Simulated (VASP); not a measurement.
# NbN (Fm-3m) in VASP: further runs, part 2 of 2

VASP 6.6.1. The steps go on from the part before.

## (4) Relaxation of the atoms, PBE, collinear spin (10.15 Å³/atom)

This run uses another cell than the first one, of 10.15 Å³/atom.

Contents of INCAR:

```
SYSTEM = NbN
ALGO = Normal
EDIFF = 1E-7
EDIFFG = -0.02
ENCUT = 520
GGA = PE
GGA_COMPAT = .False.
IBRION = 2
ISIF = 2
ISMEAR = -1
ISPIN = 2
KPAR = 4
LASPH = .True.
LCHARG = .False.
LMAXMIX = 4
LORBIT = 11
LREAL = .False.
LWAVE = .False.
MAGMOM = 2 0
NELM = 200
NELMIN = 4
NSW = 80
PREC = Accurate
SIGMA = 0.05
```

Contents of KPOINTS:

```
k-points
0
Gamma
  18 18 18
  0 0 0
```

Contents of POSCAR:

```
NbN
1.0
    0.0000000000      2.1648409588      2.1648409588
    2.1648409588      0.0000000000      2.1648409588
    2.1648409588      2.1648409588      0.0000000000
Nb N
1 1
Direct
    0.5000000000      0.5000000000      0.5000000000
    0.0000000000      0.0000000000      0.0000000000
```

Potentials or basis: VASP PAW PBE potentials, release 64 (Nb_sv, N).

Started as:

```sh
$ cat potpaw_PBE.64/Nb_sv/POTCAR potpaw_PBE.64/N/POTCAR > POTCAR
$ mpirun -np 4 vasp_std > vasp.out
```

OUTCAR:

```text
SYSTEM = NbN
   EDIFF = 1E-7
   EDIFFG = -0.02
   ENCUT = 520
   GGA = PE
   IBRION = 2
   ISIF = 2
   ISMEAR = -1
   ISPIN = 2
   LASPH = .True.
   LORBIT = 11
   LREAL = .False.
   NELM = 200
   NELMIN = 4
   NSW = 80
   PREC = Accurate

 ion  position               nearest neighbor table
   1  0.500  0.500  0.500-   2 2.16   2 2.16   2 2.16   2 2.16   2 2.16   2 2.16
   2  0.000  0.000  0.000-   1 2.16   1 2.16   1 2.16   1 2.16   1 2.16   1 2.16

  LATTYP: Found a face centered cubic cell.
 ALAT       =     4.3296819176

  Lattice vectors:

 A1 = (   0.0000000000,   2.1648409588,   2.1648409588)
 A2 = (   2.1648409588,   0.0000000000,   2.1648409588)
 A3 = (   2.1648409588,   2.1648409588,   0.0000000000)

Analysis of symmetry for initial positions (statically):
=====================================================================
 Subroutine PRICEL returns:
 Original cell was already a primitive cell.

 Routine SETGRP: Setting up the symmetry group for a
 face centered cubic supercell.

 Subroutine GETGRP returns: Found 48 space group operations
 (whereof 48 operations were pure point group operations)
 out of a pool of 48 trial point group operations.

The static configuration has the point symmetry O_h .

Analysis of symmetry for dynamics (positions and initial velocities):
=====================================================================
 Subroutine PRICEL returns:
 Original cell was already a primitive cell.

 Routine SETGRP: Setting up the symmetry group for a
 face centered cubic supercell.

 Subroutine GETGRP returns: Found 48 space group operations
 (whereof 48 operations were pure point group operations)
 out of a pool of 48 trial point group operations.

The dynamic configuration has the point symmetry O_h .

Analysis of structural, dynamic, and magnetic symmetry:
=====================================================================
 Subroutine PRICEL returns:
 Original cell was already a primitive cell.

 Routine SETGRP: Setting up the symmetry group for a
 face centered cubic supercell.

 Subroutine GETGRP returns: Found 48 space group operations
 (whereof 48 operations were pure point group operations)
 out of a pool of 48 trial point group operations.

The overall configuration has the point symmetry O_h .

 Subroutine INISYM returns: Found 48 space group operations
 (whereof 48 operations are pure point group operations),
 and found     1 'primitive' translations

----------------------------------------------------------------------------------------

                                     Primitive cell

  volume of cell :      20.2912

  direct lattice vectors                    reciprocal lattice vectors
     0.000000000  2.164840959  2.164840959    -0.230963849  0.230963849  0.230963849
     2.164840959  0.000000000  2.164840959     0.230963849 -0.230963849  0.230963849
     2.164840959  2.164840959  0.000000000     0.230963849  0.230963849 -0.230963849

  length of vectors
     3.061547444  3.061547444  3.061547444     0.400041121  0.400041121  0.400041121

  position of ions in fractional coordinates (direct lattice)
     0.500000000  0.500000000  0.500000000
     0.000000000  0.000000000  0.000000000

  ion indices of the primitive-cell ions
   primitive index   ion index
                 1           1
                 2           2

----------------------------------------------------------------------------------------

 KPOINTS: k-points

Automatic generation of k-mesh.
 Grid dimensions read from file:
 generate k-points for:   18   18   18

 Generating k-lattice:

[... 86 lines left out ...]
   GGA     = PE    functional components
   LHFCALC =     F    Hartree Fock is set to
   AEXX    =    0.0000 exact exchange contribution
   IVDW    =     0    specifies the selected vdW correction
   LEPSILON=     F    determine dielectric tensor
   LRPA    =     F    only Hartree local field effects (RPA)
 conjugate gradient relaxation of ions
 spin polarized calculation
  energy-cutoff  :      520.00
  volume of cell :       20.29
 maximum number of plane-waves:       568
   NGX = 11   NGY = 11   NGZ = 11

 number of electron      17.9999998 magnetization       0.0001995

 number of electron      17.9999998 magnetization      -0.0000046

 Free energy of the ion-electron system (eV)
  ---------------------------------------------------
  ext. energy  EPLUGINS =         0.00000000
  ---------------------------------------------------
  free energy    TOTEN  =       -20.45808125 eV

  energy without entropy =      -20.45075036  energy(sigma->0) =      -20.45441581

 E-fermi :  14.7299     XC(G=0): -13.6277

 val. band max:       14.7259062571   @ k =   0.2778   0.0556   0.0000
 cond. band min:      14.7456147575   @ k =  -0.2778   0.3333   0.1111
 fundamental gap:      0.0197085005
 Fermi energy:        14.7299237334

 spin component 1

 k-point     1 :       0.0000    0.0000    0.0000
  band No.  band energies     occupation
      1     -41.6714      1.00000
      2     -17.2738      1.00000
      3     -17.2738      1.00000
      4     -17.2738      1.00000
      5      -3.1915      1.00000
      6      11.2485      1.00000
      7      11.2485      1.00000
      8      11.2485      1.00000
      9      12.5915      1.00000
     10      12.5915      1.00000
     11      12.5915      1.00000
     12      14.5802      0.95232
     13      14.5802      0.95232
     14      18.3419      0.00000
[... 379 lines left out ...]
      3     -17.3664      1.00000
      4     -17.3077      1.00000
      5      -1.9685      1.00000
      6       7.7116      1.00000
      7       8.5270      1.00000
      8       8.9946      1.00000
      9      13.8325      1.00000
     10      13.9218      1.00000
     11      14.7915      0.22607
     12      17.6223      0.00000
     13      18.9793      0.00000
     14      20.7539      0.00000

 [... further k-points ...]

 spin component 2

 k-point     1 :       0.0000    0.0000    0.0000
  band No.  band energies     occupation
      1     -41.6713      1.00000
      2     -17.2737      1.00000
      3     -17.2737      1.00000
      4     -17.2737      1.00000
      5      -3.1915      1.00000
      6      11.2485      1.00000
      7      11.2485      1.00000
      8      11.2485      1.00000
      9      12.5914      1.00000
     10      12.5914      1.00000
     11      12.5914      1.00000
     12      14.5802      0.95232
     13      14.5802      0.95232
     14      18.3419      0.00000
[... 379 lines left out ...]
      3     -17.3664      1.00000
      4     -17.3076      1.00000
      5      -1.9685      1.00000
      6       7.7116      1.00000
      7       8.5270      1.00000
      8       8.9946      1.00000
      9      13.8325      1.00000
     10      13.9218      1.00000
     11      14.7914      0.22613
     12      17.6223      0.00000
     13      18.9793      0.00000
     14      20.7539      0.00000

 [... further k-points ...]

------------------------ aborting loop because EDIFF is reached ----------------------------------------

  FORCE on cell =-STRESS in cart. coord.  units (eV):
  Direction    XX          YY          ZZ          XY          YZ          ZX
  --------------------------------------------------------------------------------------
  -------------------------------------------------------------------------------------
  Total        2.7210473      2.7210473      2.7210473      0.0000000     -0.0000000      0.0000000
  in kB      214.8516501    214.8516501    214.8516501      0.0000000     -0.0000000      0.0000000
  external PRESSURE =     214.8516501 kB  Pullay stress =       0.0000000 kB

 VOLUME and BASIS-vectors are now :
 -----------------------------------------------------------------------------
  energy-cutoff  :      520.00
  volume of cell :       20.29
      direct lattice vectors                 reciprocal lattice vectors
     0.000000000  2.164840959  2.164840959    -0.230963849  0.230963849  0.230963849
     2.164840959  0.000000000  2.164840959     0.230963849 -0.230963849  0.230963849
     2.164840959  2.164840959  0.000000000     0.230963849  0.230963849 -0.230963849

 POSITION                                       TOTAL-FORCE (eV/Angst)
 -----------------------------------------------------------------------------------
      2.16484      2.16484      2.16484        -0.000000     -0.000000     -0.000000
      0.00000      0.00000      0.00000         0.000000      0.000000      0.000000
 -----------------------------------------------------------------------------------
    total drift:                                0.000000     -0.000000      0.000000

  FREE ENERGIE OF THE ION-ELECTRON SYSTEM (eV)
  ---------------------------------------------------
  free  energy   TOTEN  =       -20.4580812523 eV

  energy  without entropy=      -20.4507503583  energy(sigma->0) =      -20.45441581

 reached required accuracy - stopping structural energy minimisation

 total charge

# of ion       s       p       d       tot
------------------------------------------
    1        2.158   6.072   2.494  10.725
    2        1.244   2.549   0.000   3.793
--------------------------------------------------
tot          3.403   8.621   2.494  14.518

 magnetization (x)

# of ion       s       p       d       tot
------------------------------------------
    1        0.000  -0.000  -0.000  -0.000
    2       -0.000  -0.000   0.000  -0.000
--------------------------------------------------
tot          0.000  -0.000  -0.000  -0.000
```

OSZICAR:

```text
N       E                     dE             d eps       ncg     rms          rms(c)
DAV:   1     0.159404035767E+03    0.15940E+03   -0.10487E+04 10960   0.138E+03
DAV:   2    -0.126946597375E+02   -0.17210E+03   -0.16558E+03 13086   0.467E+02
DAV:   3    -0.231636886833E+02   -0.10469E+02   -0.10257E+02 19742   0.925E+01
DAV:   4    -0.233864833473E+02   -0.22279E+00   -0.22260E+00 13196   0.108E+01
DAV:   5    -0.233923807805E+02   -0.58974E-02   -0.58963E-02 17408   0.166E+00    0.154E+01
DAV:   6    -0.205410136829E+02    0.28514E+01   -0.10862E+01 16176   0.362E+01    0.526E+00
DAV:   7    -0.204702294846E+02    0.70784E-01   -0.64919E-01 13852   0.945E+00    0.316E+00
DAV:   8    -0.204557829453E+02    0.14447E-01   -0.10453E-01 15464   0.339E+00    0.192E+00
DAV:   9    -0.204585623745E+02   -0.27794E-02   -0.10618E-02 17292   0.110E+00    0.501E-01
DAV:  10    -0.204577663370E+02    0.79604E-03   -0.60854E-03 12574   0.811E-01    0.300E-01
DAV:  11    -0.204580935305E+02   -0.32719E-03   -0.88655E-04 12830   0.380E-01    0.948E-02
DAV:  12    -0.204580828481E+02    0.10682E-04   -0.17645E-04 15744   0.151E-01    0.269E-02
DAV:  13    -0.204580807968E+02    0.20513E-05   -0.60926E-06 14596   0.276E-02    0.121E-02
DAV:  14    -0.204580810607E+02   -0.26396E-06   -0.75408E-07 14146   0.985E-03    0.329E-03
DAV:  15    -0.204580812384E+02   -0.17770E-06   -0.50164E-08  7340   0.299E-03    0.126E-03
DAV:  16    -0.204580812523E+02   -0.13894E-07   -0.14860E-08  6612   0.180E-03
   1 F= -.20458081E+02 E0= -.20454416E+02  d E =-.204581E+02  mag=    -0.0000
```

It took 66 s on 4 MPI ranks of Oxide Virtual Turin-like, shared host; peak memory 0.19 GiB.

Results:

```
Free energy                                           : -20.4581 eV
Pressure after relaxing                               : 21.5 GPa
Band gap on the k mesh                                : zero (filled and empty bands overlap)
Net moment                                            : 0.00 μB per cell
Valence electrons inside the program's atomic spheres : Nb 10.72; N 3.79
```

Final structure:
```yaml
crystal:
  lattice:
    - [0.00000, 2.16484, 2.16484]
    - [2.16484, 0.00000, 2.16484]
    - [2.16484, 2.16484, 0.00000]
  atoms:
    - { symbol: Nb, position: [0.50000, 0.50000, 0.50000] }
    - { symbol: N, position: [0.00000, 0.00000, 0.00000] }
```

Caveat: the relaxation stopped at its first step, so nothing moved.

## (5) Summary

| cell | gap on the mesh (eV) | pressure (GPa) | moment (μB) |
| --- | --- | --- | --- |
| atoms relaxed from a = 3.103 Å, angles 60.0°, 2 atoms | none | 6.5 | 0.00 |
| atoms relaxed from a = 3.124 Å, angles 60.0°, 2 atoms | none | 0.1 | 0.00 |
| atoms relaxed from a = 3.062 Å, angles 60.0°, 2 atoms | none | 21.5 | 0.00 |

Alike in all rows: task relaxation of the atoms; level PBE; potentials or basis VASP PAW PBE potentials, release 64 (Nb_sv, N); spin collinear; k mesh 18 × 18 × 18; cutoff (eV) 520; smearing fermi-dirac 0.05 eV.

Caveats: the relaxation stopped at its first step, so nothing moved.

Absolute energies hang on the potentials; compare differences alone.

The gap in the log of VASP goes by the Fermi energy; the results here count the filled bands.